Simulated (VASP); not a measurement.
# Al (Fd-3m) in VASP: a series of runs

Al is run at these levels: BLYP; tasks: single point.

Everything below comes from runs of VASP 6.6.1. Logs are shortened: lines on timing, memory, paths and dates and some standing lists are left out, and cuts for length are marked.

### 1 The cell of the first run

The structure is cubic, space group Fd-3m (No. 227). The conventional cell has a = 6.158 Å, b = 6.158 Å, c = 6.158 Å, α = 90.00°, β = 90.00°, γ = 90.00°. Al (site symmetry -43m) has 4 Al at 2.67 Å within 3.5 Å.

### 2 Single point, BLYP

Contents of INCAR:

```
SYSTEM = Al
AGGAC = 1.0
AGGAX = 1.0
ALDAC = 0.0
ALDAX = 1.0
ALGO = Normal
EDIFF = 1E-7
ENCUT = 520
GGA = B5
ISIF = 2
ISMEAR = -1
LASPH = .TRUE.
LCHARG = .TRUE.
LELF = .TRUE.
LREAL = .FALSE.
LVHAR = .TRUE.
LWAVE = .FALSE.
NBANDS = 10
NELM = 80
PREC = Accurate
SIGMA = 0.1
```

Contents of KPOINTS:

```
k-points
0
G
  10 10 10
  0 0 0
```

Contents of POSCAR:

```
Al
1.0
    0.0000000000      3.0791385534      3.0791385534
    3.0791385534      0.0000000000      3.0791385534
    3.0791385534      3.0791385534      0.0000000000
Al
2
Direct
    0.1250000000      0.1250000000      0.1250000000
    0.8750000000      0.8750000000      0.8750000000
```

Potentials or basis: VASP PAW PBE potentials, release 64 (Al).

Command:

```
> cat potpaw_PBE.64/Al/POTCAR > POTCAR
> mpirun -np 1 vasp_std > vasp.out
```

OUTCAR:

```text
SYSTEM = Al
   EDIFF = 1E-7
   ENCUT = 520
   GGA = B5
   ISIF = 2
   ISMEAR = -1
   LASPH = .TRUE.
   LREAL = .FALSE.
   NELM = 80
   PREC = Accurate

 ion  position               nearest neighbor table
   1  0.125  0.125  0.125-   2 2.67   2 2.67   2 2.67   2 2.67
   2  0.875  0.875  0.875-   1 2.67   1 2.67   1 2.67   1 2.67

  LATTYP: Found a face centered cubic cell.
 ALAT       =     6.1582771068

  Lattice vectors:

 A1 = (   0.0000000000,   3.0791385534,   3.0791385534)
 A2 = (   3.0791385534,   0.0000000000,   3.0791385534)
 A3 = (   3.0791385534,   3.0791385534,   0.0000000000)

Analysis of symmetry for initial positions (statically):
=====================================================================
 Subroutine PRICEL returns:
 Original cell was already a primitive cell.

 Routine SETGRP: Setting up the symmetry group for a
 face centered cubic supercell.

 Subroutine GETGRP returns: Found 48 space group operations
 (whereof 12 operations were pure point group operations)
 out of a pool of 48 trial point group operations.

The static configuration has the point symmetry D_3d.
 The point group associated with its full space group is O_h .

Analysis of symmetry for dynamics (positions and initial velocities):
=====================================================================
 Subroutine PRICEL returns:
 Original cell was already a primitive cell.

 Routine SETGRP: Setting up the symmetry group for a
 face centered cubic supercell.

 Subroutine GETGRP returns: Found 48 space group operations
 (whereof 12 operations were pure point group operations)
 out of a pool of 48 trial point group operations.

The dynamic configuration has the point symmetry D_3d.
 The point group associated with its full space group is O_h .

 Subroutine INISYM returns: Found 48 space group operations
 (whereof 12 operations are pure point group operations),
 and found     1 'primitive' translations

----------------------------------------------------------------------------------------

                                     Primitive cell

  volume of cell :      58.3872

  direct lattice vectors                    reciprocal lattice vectors
     0.000000000  3.079138553  3.079138553    -0.162383079  0.162383079  0.162383079
     3.079138553  0.000000000  3.079138553     0.162383079 -0.162383079  0.162383079
     3.079138553  3.079138553  0.000000000     0.162383079  0.162383079 -0.162383079

  length of vectors
     4.354559503  4.354559503  4.354559503     0.281255744  0.281255744  0.281255744

  position of ions in fractional coordinates (direct lattice)
     0.125000000  0.125000000  0.125000000
     0.875000000  0.875000000  0.875000000

  ion indices of the primitive-cell ions
   primitive index   ion index
                 1           1
                 2           2

----------------------------------------------------------------------------------------

 KPOINTS: k-points

Automatic generation of k-mesh.
 Grid dimensions read from file:
 generate k-points for:   10   10   10

 Generating k-lattice:

  Cartesian coordinates                     Fractional coordinates (reciprocal lattice)
    -0.016238308  0.016238308  0.016238308     0.100000000  0.000000000  0.000000000
     0.016238308 -0.016238308  0.016238308     0.000000000  0.100000000  0.000000000
     0.016238308  0.016238308 -0.016238308     0.000000000  0.000000000  0.100000000

  Length of vectors
     0.028125574  0.028125574  0.028125574

  Shift w.r.t. Gamma in fractional coordinates (k-lattice)
     0.000000000  0.000000000  0.000000000

 Subroutine IBZKPT returns following result:
 ===========================================

 Found     47 irreducible k-points:

 Following reciprocal coordinates:
            Coordinates               Weight
  0.000000  0.000000  0.000000      1.000000
  0.100000  0.000000  0.000000      8.000000
  0.200000  0.000000  0.000000      8.000000
  0.300000  0.000000  0.000000      8.000000
  0.400000  0.000000  0.000000      8.000000
  0.500000  0.000000  0.000000      4.000000
[... 16 lines left out ...]
  0.300000  0.300000  0.000000      6.000000
  0.400000  0.300000  0.000000     24.000000
 [... further k-points ...]
   k-points           NKPTS =     47   k-points in BZ     NKDIM =     47   number of bands    NBANDS=     10
   number of dos      NEDOS =    301   number of ions     NIONS =      2
   total plane-waves  NPLWV =  32768
   dimension x,y,z NGX =    32 NGY =   32 NGZ =   32
   dimension x,y,z NGXF=    64 NGYF=   64 NGZF=   64
   ions per type =               2
   NGX,Y,Z   is equivalent  to a cutoff of  12.22, 12.22, 12.22 a.u.
   NGXF,Y,Z  is equivalent  to a cutoff of  24.43, 24.43, 24.43 a.u.
 SYSTEM =  Al
   PREC   = accura    normal or accurate (medium, high low for compatibility)
   ISTART =      0    job   : 0-new  1-cont  2-samecut
   ICHARG =      2    charge: 1-file 2-atom 10-const
   ISPIN  =      1    spin polarized calculation?
   LNONCOLLINEAR =      F non collinear calculations
   LSORBIT =      F    spin-orbit coupling
   LASPH  =      T    aspherical Exc in radial PAW
   ENCUT  =  520.0 eV  38.22 Ry    6.18 a.u.   8.10  8.10  8.10*2*pi/ulx,y,z
   NELM   =     80;   NELMIN=  2; NELMDL= -5     # of ELM steps
   EDIFF  = 0.1E-06   stopping-criterion for ELM
   LREAL  =      F    real-space projection
   EDIFFG = 0.1E-05   stopping-criterion for IOM
   NSW    =      0    number of steps for IOM
   IBRION =     -1    ionic relax: 0-MD 1-quasi-New 2-CG
   NFREE  =      0    steps in history (QN), initial steepest desc. (CG)
   ISIF   =      2    stress and relaxation
   ISYM   =      2    0-nonsym 1-usesym 2-fastsym
   POTIM  = 0.5000    time-step for ionic-motion
   TEBEG  =    0.0;   TEEND  =   0.0 temperature during run
   PSTRESS=    0.0 pullay stress
   NELECT =       6.0000    total number of electrons
   NUPDOWN=      -1.0000    fix difference up-down
   EMIN   =  10.00;   EMAX   =-10.00  energy-range for DOS
   EFERMI =   0.00;   METHOD = LEGACY
   ISMEAR =    -1;   SIGMA  =   0.10  broadening in eV -4-tet -1-fermi 0-gaus
   EFERMI_NEDOS =   21; number of points for ismear=-14 and -15
   IALGO  =     38    algorithm
   IMIX   =      4    mixing-type and parameters
     AMIX     =   0.40;   BMIX     =  1.00
     AMIX_MAG =   1.60;   BMIX_MAG =  1.00
  volume/ion in A,a.u.               =      29.19       197.01
  Fermi-wavevector in a.u.,A,eV,Ry     =   0.766807  1.449055  8.000128  0.587993
  Thomas-Fermi vector in A             =   1.867226
   LORBIT       =      0    0 simple, 1 ext, 2 COOP (PROOUT), +10 PAW based schemes
   GGA     = B5    functional components
   LHFCALC =     F    Hartree Fock is set to
   AEXX    =    0.0000 exact exchange contribution
   IVDW    =     0    specifies the selected vdW correction
   LEPSILON=     F    determine dielectric tensor
   LRPA    =     F    only Hartree local field effects (RPA)
 non-spin polarized calculation
  energy-cutoff  :      520.00
  volume of cell :       58.39
 maximum number of plane-waves:      1596
   NGX = 17   NGY = 17   NGZ = 17

 number of electron       6.0000000 magnetization

 Free energy of the ion-electron system (eV)
  ---------------------------------------------------
  ext. energy  EPLUGINS =         0.00000000
  ---------------------------------------------------
  free energy    TOTEN  =        -4.82436979 eV

  energy without entropy =       -4.76992896  energy(sigma->0) =       -4.79714937

 E-fermi :   2.9033     XC(G=0):  -7.3103

 val. band max:        2.8739163408   @ k =   0.5000   0.3000   0.0000
 cond. band min:       3.0216759050   @ k =  -0.3000   0.3000   0.1000
 fundamental gap:      0.1477595641
 Fermi energy:         2.9033415308

 k-point     1 :       0.0000    0.0000    0.0000
  band No.  band energies     occupation
      1      -4.7281      2.00000
      2       4.8290      0.00000
      3       4.8290      0.00000
      4       4.8290      0.00000
      5       6.7802      0.00000
      6       6.7802      0.00000
      7       6.7802      0.00000
      8       7.3258      0.00000
      9      10.7409      0.00000
     10      10.7409      0.00000

 k-point     2 :       0.1000    0.0000    0.0000
  band No.  band energies     occupation
      1      -4.6246      2.00000
      2       3.8834      0.00011
      3       4.6672      0.00000
      4       4.6672      0.00000
      5       6.7562      0.00000
      6       7.0177      0.00000
      7       7.0177      0.00000
      8       8.1111      0.00000
      9      10.4369      0.00000
     10      10.4369      0.00000

 k-point     3 :       0.2000    0.0000    0.0000
  band No.  band energies     occupation
      1      -4.3191      2.00000
      2       2.3828      1.98909
      3       4.3614      0.00000
      4       4.3614      0.00000
      5       6.4432      0.00000
      6       7.4170      0.00000
      7       7.4170      0.00000
      8       9.5390      0.00000
      9      10.1768      0.00000
     10      10.1768      0.00000

 k-point     4 :       0.3000    0.0000    0.0000
  band No.  band energies     occupation
      1      -3.8326      2.00000
      2       0.9566      2.00000
      3       4.0959      0.00001
      4       4.0959      0.00001
      5       6.1400      0.00000
      6       7.5177      0.00000
      7       7.5177      0.00000
      8      10.6350      0.00000
      9      10.6350      0.00000
     10      10.7769      0.00000
[... 222 lines left out ...]
 k-point    22 :      -0.2000    0.2000    0.0000
  band No.  band energies     occupation
      1      -3.6616      2.00000
      2       1.2139      2.00000
      3       2.3877      1.98854
      4       4.1541      0.00001
      5       6.9763      0.00000
      6       7.9133      0.00000
      7       8.1397      0.00000
      8       9.2314      0.00000
      9       9.4212      0.00000
     10      13.1654      0.00000

 k-point    23 :       0.3000    0.3000    0.0000
  band No.  band energies     occupation
      1      -3.5026      2.00000
      2       1.2613      2.00000
      3       3.0296      0.44104
      4       3.0296      0.44104
      5       5.3446      0.00000
      6       6.5259      0.00000
      7      10.0654      0.00000
      8      10.0654      0.00000
      9      11.9424      0.00000
     10      12.1078      0.00000

 k-point    24 :       0.4000    0.3000    0.0000
  band No.  band energies     occupation
      1      -3.0174      2.00000
      2       0.4600      2.00000
      3       2.5150      1.95966
      4       2.8671      1.17935
      5       5.4896      0.00000
      6       6.4082      0.00000
      7      10.2808      0.00000
      8      10.3638      0.00000
      9      12.9383      0.00000
     10      13.2946      0.00000

 [... further k-points ...]
[... 5 lines left out ...]
  --------------------------------------------------------------------------------------
  -------------------------------------------------------------------------------------
  Total        0.0210785      0.0210785      0.0210785     -0.0000000      0.0000000     -0.0000000
  in kB        0.5784063      0.5784063      0.5784063     -0.0000000      0.0000000     -0.0000000
  external PRESSURE =       0.5784063 kB  Pullay stress =       0.0000000 kB

 VOLUME and BASIS-vectors are now :
 -----------------------------------------------------------------------------
  energy-cutoff  :      520.00
  volume of cell :       58.39
      direct lattice vectors                 reciprocal lattice vectors
     0.000000000  3.079138553  3.079138553    -0.162383079  0.162383079  0.162383079
     3.079138553  0.000000000  3.079138553     0.162383079 -0.162383079  0.162383079
     3.079138553  3.079138553  0.000000000     0.162383079  0.162383079 -0.162383079

 POSITION                                       TOTAL-FORCE (eV/Angst)
 -----------------------------------------------------------------------------------
      0.76978      0.76978      0.76978         0.000000     -0.000000      0.000000
      5.38849      5.38849      5.38849        -0.000000      0.000000     -0.000000
 -----------------------------------------------------------------------------------
    total drift:                                0.000000      0.000000      0.000000

  FREE ENERGIE OF THE ION-ELECTRON SYSTEM (eV)
  ---------------------------------------------------
  free  energy   TOTEN  =        -4.8243697863 eV

  energy  without entropy=       -4.7699289591  energy(sigma->0) =       -4.79714937
```

Wall time 23 s (1 thread of Intel Xeon Platinum 8259CL at 2.50GHz (Skylake/Cascade Lake), shared host); peak memory 0.17 GiB.

What came out:

- Free energy: -4.8244 eV
- Pressure: 0.1 GPa
- Band gap on the k mesh: zero (band 3 reaches 4.83 eV, above the bottom of band 4 at 1.77 eV)

Levels at points of the mesh, in eV from the Fermi level:
```
           k point  band 1  band 2  band 3  band 4  band 5  band 6  band 7  band 8
(0.00, 0.00, 0.00)   -7.63    1.93    1.93    1.93    3.88    3.88    3.88    4.42
(0.50, 0.00, 0.00)   -5.79   -3.67    0.97    0.97    2.97    4.42    4.42    7.75
(0.50, 0.50, 0.00)   -4.35   -4.35   -0.37   -0.37    2.29    2.29   10.00   10.00
```

Caveat: the PAW data sets were made with another functional, which shifts forces and pressure a little.

(Continued in part 2 of 2.)
